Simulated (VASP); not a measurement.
# CaCd3F8 (Cmmm) in VASP: single point with PBE

Aim: the single point of CaCd3F8 with PBE.

All numbers are computed with VASP 6.6.1; they aren't measurements. Logs are shortened: lines on timing, memory, paths and dates and some standing lists are left out, and cuts for length are marked.

### 1 The cell of the first run

It takes space group Cmmm (No. 65, orthorhombic). Conventional cell: a = 7.643 Å, b = 10.804 Å, c = 3.817 Å, α = 90.00°, β = 90.00°, γ = 90.00°. Cd (site symmetry mmm) has 8 F at 2.34 Å within 3.1 Å. Cd (site symmetry 2/m) has 8 F at 2.34 Å within 3.1 Å. F (site symmetry m2m) has 2 Cd at 2.34 Å and 2 Ca at 2.34 Å and 6 F at 2.70 to 2.71 Å within 3.1 Å. Within 3.1 Å of F (site symmetry m2m) lie 4 Cd at 2.34 Å and 6 F at 2.70 Å. Within 3.1 Å of F (site symmetry m) lie 3 Cd at 2.34 Å and 1 Ca at 2.35 Å and 6 F at 2.70 to 2.71 Å. Ca (site symmetry mmm) has 8 F at 2.34 to 2.35 Å within 3.1 Å.

### 2 Single point, PBE

The input, INCAR:

```
ALGO = Normal ; EDIFF = 1E-6
ENCUT = 520 ; GGA = PE
ISIF = 2 ; ISMEAR = -1
LASPH = True ; LCHARG = False
LREAL = False ; LWAVE = False
NBANDS = 63 ; NELM = 100
PREC = Accurate ; SIGMA = 0.02
```

The input, KPOINTS:

```
k-points
0
Gamma
  4 4 6
```

The input, POSCAR:

```
CaCd3F8
1.0
    3.8216788999     -5.4017705707      0.0000000000
    3.8216788999      5.4017705707      0.0000000000
    0.0000000000      0.0000000000      3.8173455761
Cd F Ca
3 8 1
Direct
    0.0000000000      0.0000000000      0.0000000000
    0.5000000000      0.0000000000      0.5000000000
    0.0000000000      0.5000000000      0.5000000000
    0.3743621757      0.6256378243      0.5000000000
    0.1248466955      0.8751533045      0.5000000000
    0.8759953317      0.6256796343      0.0000000000
    0.6256796343      0.8759953317      0.0000000000
    0.3743203657      0.1240046683      0.0000000000
    0.1240046683      0.3743203657      0.0000000000
    0.8751533045      0.1248466955      0.5000000000
    0.6256378243      0.3743621757      0.5000000000
    0.5000000000      0.5000000000      0.0000000000
```

Potentials or basis: VASP PAW PBE potentials, release 64 (Cd, F, Ca_sv).

The run is started by

```sh
> cat potpaw_PBE.64/Cd/POTCAR potpaw_PBE.64/F/POTCAR potpaw_PBE.64/Ca_sv/POTCAR > POTCAR
> mpirun -np 1 vasp_std > vasp.out
```

OUTCAR:

```text
EDIFF = 1E-6
   ENCUT = 520
   GGA = PE
   ISIF = 2
   ISMEAR = -1
   LASPH = True
   LREAL = False
   NELM = 100
   PREC = Accurate

 ion  position               nearest neighbor table
   1  0.000  0.000  0.000-   6 2.34   7 2.34   8 2.34   9 2.34   5 2.34  10 2.34   5 2.34  10 2.34

   2  0.500  0.000  0.500-   4 2.34  11 2.34   8 2.34   7 2.34   7 2.34   8 2.34  10 2.34   5 2.34

   3  0.000  0.500  0.500-   4 2.34  11 2.34   9 2.34   6 2.34   6 2.34   9 2.34  10 2.34   5 2.34

   4  0.374  0.626  0.500-   2 2.34   3 2.34  12 2.34  12 2.34
   5  0.125  0.875  0.500-   1 2.34   1 2.34   3 2.34   2 2.34
   6  0.876  0.626  0.000-   1 2.34   3 2.34   3 2.34  12 2.35
   7  0.626  0.876  0.000-   1 2.34   2 2.34   2 2.34  12 2.35
   8  0.374  0.124  0.000-   1 2.34   2 2.34   2 2.34  12 2.35
   9  0.124  0.374  0.000-   1 2.34   3 2.34   3 2.34  12 2.35
  10  0.875  0.125  0.500-   1 2.34   1 2.34   3 2.34   2 2.34
  11  0.626  0.374  0.500-   2 2.34   3 2.34  12 2.34  12 2.34
  12  0.500  0.500  0.000-   4 2.34  11 2.34   4 2.34  11 2.34   9 2.35   6 2.35   7 2.35   8 2.35

  LATTYP: Found a base centered orthorhombic cell.
 ALAT       =     7.6433577998
 B/A-ratio  =     1.4134548486
 C/A-ratio  =     0.4994330602

  Lattice vectors:

 A1 = (   3.8216788999,  -5.4017705707,   0.0000000000)
 A2 = (   3.8216788999,   5.4017705707,   0.0000000000)
 A3 = (   0.0000000000,   0.0000000000,   3.8173455761)

Analysis of symmetry for initial positions (statically):
=====================================================================
 Subroutine PRICEL returns:
 Original cell was already a primitive cell.

 Routine SETGRP: Setting up the symmetry group for a
 base centered orthorhombic supercell.

 Subroutine GETGRP returns: Found  8 space group operations
 (whereof  8 operations were pure point group operations)
 out of a pool of  8 trial point group operations.

The static configuration has the point symmetry D_2h.

Analysis of symmetry for dynamics (positions and initial velocities):
=====================================================================
 Subroutine PRICEL returns:
 Original cell was already a primitive cell.

 Routine SETGRP: Setting up the symmetry group for a
 base centered orthorhombic supercell.

 Subroutine GETGRP returns: Found  8 space group operations
 (whereof  8 operations were pure point group operations)
 out of a pool of  8 trial point group operations.

The dynamic configuration has the point symmetry D_2h.

 Subroutine INISYM returns: Found  8 space group operations
 (whereof  8 operations are pure point group operations),
 and found     1 'primitive' translations

----------------------------------------------------------------------------------------

                                     Primitive cell

  volume of cell :     157.6093

  direct lattice vectors                    reciprocal lattice vectors
     3.821678900 -5.401770571  0.000000000     0.130832551 -0.092562243  0.000000000
     3.821678900  5.401770571  0.000000000     0.130832551  0.092562243  0.000000000
     0.000000000  0.000000000  3.817345576     0.000000000  0.000000000  0.261962136

  length of vectors
     6.616974755  6.616974755  3.817345576     0.160265172  0.160265172  0.261962136

  position of ions in fractional coordinates (direct lattice)
     0.000000000  0.000000000  0.000000000
     0.500000000  1.000000000  0.500000000
     1.000000000  0.500000000  0.500000000
     0.374362176  0.625637824  0.500000000
     0.124846695  0.875153305  0.500000000
     0.875995332  0.625679634  0.000000000
     0.625679634  0.875995332  0.000000000
     0.374320366  0.124004668  0.000000000
     0.124004668  0.374320366  0.000000000
     0.875153305  0.124846695  0.500000000
     0.625637824  0.374362176  0.500000000
     0.500000000  0.500000000  0.000000000

  ion indices of the primitive-cell ions
   primitive index   ion index
                 1           1
                 2           2
                 3           3
                 4           4
                 5           5
                 6           6
                 7           7
                 8           8
                 9           9
                10          10
                11          11
                12          12

----------------------------------------------------------------------------------------

 KPOINTS: k-points

Automatic generation of k-mesh.
 Grid dimensions read from file:
 generate k-points for:    4    4    6

 Generating k-lattice:

  Cartesian coordinates                     Fractional coordinates (reciprocal lattice)
     0.032708138 -0.023140561  0.000000000     0.250000000 -0.000000000  0.000000000
     0.032708138  0.023140561  0.000000000    -0.000000000  0.250000000  0.000000000
     0.000000000  0.000000000  0.043660356     0.000000000  0.000000000  0.166666667

  Length of vectors
     0.040066293  0.040066293  0.043660356

  Shift w.r.t. Gamma in fractional coordinates (k-lattice)
     0.000000000  0.000000000  0.000000000

 Subroutine IBZKPT returns following result:
 ===========================================

 Found     28 irreducible k-points:

 Following reciprocal coordinates:
            Coordinates               Weight
  0.000000  0.000000  0.000000      1.000000
  0.250000 -0.000000  0.000000      4.000000
  0.500000 -0.000000  0.000000      2.000000
  0.250000  0.250000  0.000000      2.000000
  0.500000  0.250000  0.000000      4.000000
 -0.250000  0.250000  0.000000      2.000000
[... 16 lines left out ...]
  0.250000 -0.000000  0.500000      4.000000
  0.500000 -0.000000  0.500000      2.000000
 [... further k-points ...]
   k-points           NKPTS =     28   k-points in BZ     NKDIM =     28   number of bands    NBANDS=     63
   number of dos      NEDOS =    301   number of ions     NIONS =     12
   total plane-waves  NPLWV =  70000
   dimension x,y,z NGX =    50 NGY =   50 NGZ =   28
   dimension x,y,z NGXF=   100 NGYF=  100 NGZF=   56
   ions per type =               3   8   1
   NGX,Y,Z   is equivalent  to a cutoff of  12.56, 12.56, 12.19 a.u.
   NGXF,Y,Z  is equivalent  to a cutoff of  25.12, 25.12, 24.39 a.u.
 SYSTEM =  unknown system
   PREC   = accura    normal or accurate (medium, high low for compatibility)
   ISTART =      0    job   : 0-new  1-cont  2-samecut
   ICHARG =      2    charge: 1-file 2-atom 10-const
   ISPIN  =      1    spin polarized calculation?
   LNONCOLLINEAR =      F non collinear calculations
   LSORBIT =      F    spin-orbit coupling
   LASPH  =      T    aspherical Exc in radial PAW
   ENCUT  =  520.0 eV  38.22 Ry    6.18 a.u.  12.30 12.30  7.10*2*pi/ulx,y,z
   NELM   =    100;   NELMIN=  2; NELMDL= -5     # of ELM steps
   EDIFF  = 0.1E-05   stopping-criterion for ELM
   LREAL  =      F    real-space projection
   EDIFFG = 0.1E-04   stopping-criterion for IOM
   NSW    =      0    number of steps for IOM
   IBRION =     -1    ionic relax: 0-MD 1-quasi-New 2-CG
   NFREE  =      0    steps in history (QN), initial steepest desc. (CG)
   ISIF   =      2    stress and relaxation
   ISYM   =      2    0-nonsym 1-usesym 2-fastsym
   POTIM  = 0.5000    time-step for ionic-motion
   TEBEG  =    0.0;   TEEND  =   0.0 temperature during run
   PSTRESS=    0.0 pullay stress
   NELECT =     102.0000    total number of electrons
   NUPDOWN=      -1.0000    fix difference up-down
   EMIN   =  10.00;   EMAX   =-10.00  energy-range for DOS
   EFERMI =   0.00;   METHOD = LEGACY
   ISMEAR =    -1;   SIGMA  =   0.02  broadening in eV -4-tet -1-fermi 0-gaus
   EFERMI_NEDOS =   21; number of points for ismear=-14 and -15
   IALGO  =     38    algorithm
   IMIX   =      4    mixing-type and parameters
     AMIX     =   0.40;   BMIX     =  1.00
     AMIX_MAG =   1.60;   BMIX_MAG =  1.00
  volume/ion in A,a.u.               =      13.13        88.63
  Fermi-wavevector in a.u.,A,eV,Ry     =   1.416058  2.675961 27.282667  2.005219
  Thomas-Fermi vector in A             =   2.537432
   LORBIT       =      0    0 simple, 1 ext, 2 COOP (PROOUT), +10 PAW based schemes
   GGA     = PE    functional components
   LHFCALC =     F    Hartree Fock is set to
   AEXX    =    0.0000 exact exchange contribution
   IVDW    =     0    specifies the selected vdW correction
   LEPSILON=     F    determine dielectric tensor
   LRPA    =     F    only Hartree local field effects (RPA)
 non-spin polarized calculation
  energy-cutoff  :      520.00
  volume of cell :      157.61
 maximum number of plane-waves:      4266
 NGX is ok and might be reduce to    50
   NGX = 25   NGY = 25   NGZ = 15

 number of electron     102.0000025 magnetization

 Free energy of the ion-electron system (eV)
  ---------------------------------------------------
  ext. energy  EPLUGINS =         0.00000000
  ---------------------------------------------------
  free energy    TOTEN  =       -49.89156105 eV

  energy without entropy =      -49.89156105  energy(sigma->0) =      -49.89156105

 E-fermi :  -0.6530     XC(G=0): -10.2257

 val. band max:       -1.1052341692   @ k =   0.0000   0.0000   0.5000
 cond. band min:       2.5361426449   @ k =   0.0000   0.0000   0.0000
 fundamental gap:      3.6413768140
 Fermi energy:        -0.6530397081

 k-point     1 :       0.0000    0.0000    0.0000
  band No.  band energies     occupation
      1     -37.3781      2.00000
      2     -21.8022      2.00000
      3     -21.5948      2.00000
      4     -21.4241      2.00000
      5     -21.3244      2.00000
      6     -21.2961      2.00000
[... 55 lines left out ...]
     62       9.6883      0.00000
     63      11.1425      0.00000

 k-point     2 :       0.2500   -0.0000    0.0000
  band No.  band energies     occupation
      1     -37.3780      2.00000
      2     -21.7956      2.00000
      3     -21.5979      2.00000
      4     -21.5152      2.00000
      5     -21.3648      2.00000
      6     -21.2657      2.00000
[... 1441 lines left out ...]
     62      10.0664      0.00000
     63      10.3169      0.00000

 k-point    24 :       0.5000   -0.0000    0.5000
  band No.  band energies     occupation
      1     -37.3647      2.00000
      2     -21.6643      2.00000
      3     -21.5369      2.00000
      4     -21.3882      2.00000
      5     -21.3537      2.00000
      6     -21.2719      2.00000
[... 55 lines left out ...]
     62       9.6825      0.00000
     63       9.9358      0.00000

 [... further k-points ...]
[... 5 lines left out ...]
  --------------------------------------------------------------------------------------
  -------------------------------------------------------------------------------------
  Total        5.4338255      5.4220511      5.4344413      0.0000000      0.0000000      0.0000000
  in kB       55.2375572     55.1178653     55.2438175      0.0000000      0.0000000      0.0000000
  external PRESSURE =      55.1997467 kB  Pullay stress =       0.0000000 kB

 VOLUME and BASIS-vectors are now :
 -----------------------------------------------------------------------------
  energy-cutoff  :      520.00
  volume of cell :      157.61
      direct lattice vectors                 reciprocal lattice vectors
     3.821678900 -5.401770571  0.000000000     0.130832551 -0.092562243  0.000000000
     3.821678900  5.401770571  0.000000000     0.130832551  0.092562243  0.000000000
     0.000000000  0.000000000  3.817345576     0.000000000  0.000000000  0.261962136

 POSITION                                       TOTAL-FORCE (eV/Angst)
 -----------------------------------------------------------------------------------
      0.00000      0.00000      0.00000         0.000000     -0.000000     -0.000000
      1.91084     -2.70089      1.90867         0.000000     -0.000000     -0.000000
      1.91084      2.70089      1.90867         0.000000     -0.000000     -0.000000
      3.82168      1.35733      1.90867         0.000000     -0.107524     -0.000000
      3.82168      4.05298      1.90867         0.000000     -0.000342     -0.000000
      5.73892     -1.35215      0.00000        -0.073418      0.053384     -0.000000
      5.73892      1.35215      0.00000        -0.073418     -0.053384     -0.000000
      1.90444     -1.35215      0.00000         0.073418      0.053384      0.000000
      1.90444      1.35215      0.00000         0.073418     -0.053384      0.000000
      3.82168     -4.05298      1.90867         0.000000      0.000342      0.000000
      3.82168     -1.35733      1.90867         0.000000      0.107524      0.000000
      3.82168      0.00000      0.00000         0.000000      0.000000     -0.000000
 -----------------------------------------------------------------------------------
    total drift:                                0.000000     -0.000000     -0.000000

  FREE ENERGIE OF THE ION-ELECTRON SYSTEM (eV)
  ---------------------------------------------------
  free  energy   TOTEN  =       -49.8915610544 eV

  energy  without entropy=      -49.8915610544  energy(sigma->0) =      -49.89156105
```

Run time: 11 min. Hardware: 1 thread of Intel Xeon 8259CL, shared host; peak memory 0.39 GiB.

What came out:

| Item | Value |
| --- | --- |
| Free energy | -49.8916 eV |
| Pressure | 5.5 GPa |
| Largest force | 0.108 eV/Å |
| Band gap on the k mesh | 3.64 eV (least direct gap 3.76 eV) |

Forces in eV/Å, atoms in the order of the input:
```
Cd   0.000  0.000  0.000
Cd   0.000  0.000  0.000
Cd   0.000  0.000  0.000
F    0.000 -0.108  0.000
F    0.000  0.000  0.000
F   -0.073  0.053  0.000
F   -0.073 -0.053  0.000
F    0.073  0.053  0.000
F    0.073 -0.053  0.000
F    0.000  0.000  0.000
F    0.000  0.108  0.000
Ca   0.000  0.000  0.000
```

Levels at points of the mesh, in eV from the valence-band top:
| k point | band 49 | band 50 | band 51 | band 52 | band 53 | band 54 |
| --- | --- | --- | --- | --- | --- | --- |
| (0.00, 0.00, 0.00) | -0.43 | -0.15 | -0.12 | 3.64 | 7.08 | 7.51 |
| (0.50, 0.00, 0.00) | -0.38 | -0.37 | -0.24 | 4.99 | 5.63 | 7.39 |
| (0.50, 0.50, 0.00) | -0.32 | -0.31 | -0.30 | 5.38 | 5.78 | 6.74 |
| (0.00, 0.00, 0.50) | -0.34 | -0.28 | 0.00 | 6.74 | 7.10 | 8.01 |
| (0.50, 0.00, 0.50) | -0.37 | -0.24 | -0.23 | 7.25 | 7.39 | 7.40 |
| (0.50, 0.50, 0.50) | -0.18 | -0.14 | -0.09 | 7.08 | 7.46 | 7.61 |

Caveat: the cell stands under pressure.
